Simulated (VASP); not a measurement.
Runs of VASP 6.6.1 on MgS. The structure is that of space group Fm-3m (No. 225), or close to it. The cells are those of the table. 

```csv
level,cell,k mesh,smearing,grid for exact exchange (PRECFOCK),share of exact exchange,screening parameter,gap on the mesh (eV),pressure (GPa)
r2SCAN,"a = 3.679 Å, angles 59.4°, 2 atoms",8 × 8 × 8,gaussian 0.01 eV,-,-,-,3.42,(c)
r2SCAN,"a = 3.687, b = 3.687, c = 3.696 Å, angles 59.9, 59.9, 60.1°, 2 atoms",8 × 8 × 8,gaussian 0.01 eV,-,-,-,3.39,-1.2
PBE,"a = 3.687, b = 3.687, c = 3.696 Å, angles 59.9, 59.9, 60.1°, 2 atoms",8 × 8 × 8,fermi-dirac 0.02 eV,-,-,-,2.73,(a)
HSE06,"a = 3.762, b = 3.762, c = 3.679 Å, angles 60.7, 60.7, 58.5°, 2 atoms",6 × 6 × 6,gaussian 0.01 eV,Normal,0.25,0.2079 1/Å,3.46,-3.6
PBE,"a = 3.762, b = 3.762, c = 3.679 Å, angles 60.7, 60.7, 58.5°, 2 atoms",8 × 8 × 8,fermi-dirac 0.02 eV,-,-,-,(b),-2.0
HSE06,"a = 3.687, b = 3.687, c = 3.696 Å, angles 59.9, 59.9, 60.1°, 2 atoms",6 × 6 × 6,gaussian 0.01 eV,Normal,0.25,0.2079 1/Å,3.71,-1.4
r2SCAN,"a = 3.762, b = 3.762, c = 3.679 Å, angles 60.7, 60.7, 58.5°, 2 atoms",8 × 8 × 8,gaussian 0.01 eV,-,-,-,3.17,-3.3
PBE,"a = 3.679 Å, angles 59.4°, 2 atoms",8 × 8 × 8,fermi-dirac 0.02 eV,-,-,-,2.76,1.9
```

Alike in all rows: task single point; potentials or basis VASP PAW PBE potentials, release 64 (Mg, S); no spin polarisation; cutoff (eV) 520.

Problem. Fill in the values left out.

Solution. (a) 0.2; (b) 2.51; (c) 0.7.

Caveats: the PAW data sets were made with another functional, which shifts forces and pressure a little (at least some runs); the cell stands under tension (at least some runs).

A k mesh can miss the band edges.
